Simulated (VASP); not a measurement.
# Au (I4/mmm) in VASP: notebook, part 2 of 2

VASP 6.6.1. Earlier steps stand in the parts before.

### Step 3. Single point, PBEsol (strain +0.030 along x and y, -0.030 along z)

Input file INCAR:

```
PREC     = Accurate       # precision mode
ENCUT    = 520            # plane-wave cutoff, eV
EDIFF    = 1E-6           # SCF threshold, eV
ISMEAR   = 0              # smearing method
SIGMA    = 0.15           # smearing width, eV
LREAL    = F              # projectors in reciprocal space
LASPH    = T              # aspherical terms in the spheres
NELM     = 100            # most SCF steps
ALGO     = Fast           # electronic algorithm
ISIF     = 2              # what is computed and relaxed
LWAVE    = F              # write WAVECAR
LCHARG   = F              # write CHGCAR
GGA      = PS             # functional
NBANDS   = 12             # bands
```

Input file KPOINTS:

```
Automatic mesh
0
Gamma
  26 26 26
```

Input file POSCAR:

```
Au
1.0
    0.0000000000      2.1031924167      1.9806763535
    2.1031924167      0.0000000000      1.9806763535
    2.1031924167      2.1031924167      0.0000000000
Au
1
Direct
    0.0000000000      0.0000000000      0.0000000000
```

Potentials or basis: VASP PAW PBE potentials, release 64 (Au).

Run with:

```bash
cat potpaw_PBE.64/Au/POTCAR > POTCAR
mpirun -np 1 vasp_std > vasp.out
```

OUTCAR:

```text
PREC = Accurate
   ENCUT = 520
   EDIFF = 1E-6
   ISMEAR = 0
   LREAL = F
   LASPH = T
   NELM = 100
   ISIF = 2
   GGA = PS

 ion  position               nearest neighbor table
   1  0.000  0.000  0.000-

  LATTYP: Found a body centered tetragonal cell.
 ALAT       =     2.9743632400
 C/A-ratio  =     1.3318321897

  Lattice vectors:

 A1 = (   0.0000000000,  -2.1031924167,  -1.9806763535)
 A2 = (   0.0000000000,   2.1031924167,  -1.9806763535)
 A3 = (   2.1031924167,   0.0000000000,   1.9806763535)

Analysis of symmetry for initial positions (statically):
=====================================================================
 Subroutine PRICEL returns:
 Original cell was already a primitive cell.

 Routine SETGRP: Setting up the symmetry group for a
 body centered tetragonal supercell.

 Subroutine GETGRP returns: Found 16 space group operations
 (whereof 16 operations were pure point group operations)
 out of a pool of 16 trial point group operations.

The static configuration has the point symmetry D_4h.

Analysis of symmetry for dynamics (positions and initial velocities):
=====================================================================
 Subroutine PRICEL returns:
 Original cell was already a primitive cell.

 Routine SETGRP: Setting up the symmetry group for a
 body centered tetragonal supercell.

 Subroutine GETGRP returns: Found 16 space group operations
 (whereof 16 operations were pure point group operations)
 out of a pool of 16 trial point group operations.

The dynamic configuration has the point symmetry D_4h.

 Subroutine INISYM returns: Found 16 space group operations
 (whereof 16 operations are pure point group operations),
 and found     1 'primitive' translations

----------------------------------------------------------------------------------------

                                     Primitive cell

  volume of cell :      17.5227
[... 113 lines left out ...]
   LHFCALC =     F    Hartree Fock is set to
   AEXX    =    0.0000 exact exchange contribution
   IVDW    =     0    specifies the selected vdW correction
   LEPSILON=     F    determine dielectric tensor
   LRPA    =     F    only Hartree local field effects (RPA)
 non-spin polarized calculation
 RMM-DIIS sequential band-by-band and
 Gauss-broadening in eV      SIGMA  =   0.15
  energy-cutoff  :      520.00
  volume of cell :       17.52
 maximum number of plane-waves:       499
 NGX is ok and might be reduce to    24
   NGX = 11   NGY = 11   NGZ = 11

 number of electron      11.0000001 magnetization

 Free energy of the ion-electron system (eV)
  ---------------------------------------------------
  ext. energy  EPLUGINS =         0.00000000
  ---------------------------------------------------
  free energy    TOTEN  =        -3.91474086 eV

  energy without entropy =       -3.91112586  energy(sigma->0) =       -3.91293336

 E-fermi :   8.8073     XC(G=0): -12.7205

 val. band max:        8.8064302496   @ k =  -0.4615   0.0000   0.0769
 cond. band min:       8.8143730878   @ k =  -0.1538   0.3462   0.2692
 fundamental gap:      0.0079428382
 Fermi energy:         8.8073039585

 k-point     1 :       0.0000    0.0000    0.0000
  band No.  band energies     occupation
      1      -0.8074      2.00000
      2       4.1368      2.00000
      3       4.1368      2.00000
      4       4.6243      2.00000
      5       5.4597      2.00000
      6       5.9905      2.00000
      7      23.4090      0.00000
      8      26.8681      0.00000
      9      26.8681      0.00000
     10      27.8564      0.00000
     11      32.0317      0.00000
     12      35.5932      0.00000
[... 331 lines left out ...]
 k-point    24 :       0.3846    0.0385    0.0000
  band No.  band energies     occupation
      1       1.7304      2.00000
      2       4.1601      2.00000
      3       4.5941      2.00000
      4       5.4831      2.00000
      5       6.6149      2.00000
      6       6.6967      2.00000
      7      14.9951      0.00000
      8      23.2227      0.00000
      9      25.6112      0.00000
     10      27.6938      0.00000
     11      31.9519      0.00000
     12      32.8284      0.00000

 [... further k-points ...]

------------------------ aborting loop because EDIFF is reached ----------------------------------------

  FORCE on cell =-STRESS in cart. coord.  units (eV):
  Direction    XX          YY          ZZ          XY          YZ          ZX
  --------------------------------------------------------------------------------------
  -------------------------------------------------------------------------------------
  Total       -0.5661643     -0.5661643     -0.4494366      0.0000000     -0.0000000     -0.0000000
  in kB      -51.7668275    -51.7668275    -41.0939143      0.0000000     -0.0000000     -0.0000000
  external PRESSURE =     -48.2091898 kB  Pullay stress =       0.0000000 kB

 VOLUME and BASIS-vectors are now :
 -----------------------------------------------------------------------------
  energy-cutoff  :      520.00
  volume of cell :       17.52
      direct lattice vectors                 reciprocal lattice vectors
     0.000000000  2.103192417  1.980676354    -0.237733835  0.237733835  0.252439021
     2.103192417  0.000000000  1.980676354     0.237733835 -0.237733835  0.252439021
     2.103192417  2.103192417  0.000000000     0.237733835  0.237733835 -0.252439021

 POSITION                                       TOTAL-FORCE (eV/Angst)
 -----------------------------------------------------------------------------------
      0.00000      0.00000      0.00000         0.000000      0.000000     -0.000000
 -----------------------------------------------------------------------------------
    total drift:                               -0.000000     -0.000000     -0.000000

  FREE ENERGIE OF THE ION-ELECTRON SYSTEM (eV)
  ---------------------------------------------------
  free  energy   TOTEN  =        -3.9147408579 eV

  energy  without entropy=       -3.9111258606  energy(sigma->0) =       -3.91293336
```

Wall time 1.8 min (1 thread of AMD EPYC 9R45 (Zen 5), shared host); peak memory 0.35 GiB.

Results:

| Property | Result |
| --- | --- |
| Free energy | -3.9147 eV |
| Pressure | -4.8 GPa |
| Band gap on the k mesh | zero (an odd number of electrons rules out a gap without spin polarisation) |

Stress tensor (GPa, compression positive):
```
-5.18  0.00  0.00
 0.00 -5.18  0.00
 0.00  0.00 -4.11
```

Caveat: the cell differs from its parent crystal (strain +0.030 along x and y, -0.030 along z); the cell stands under tension; the PAW data sets were made with another functional, which shifts forces and pressure a little; spin-orbit coupling is left out, which moves the levels of the heavy elements.
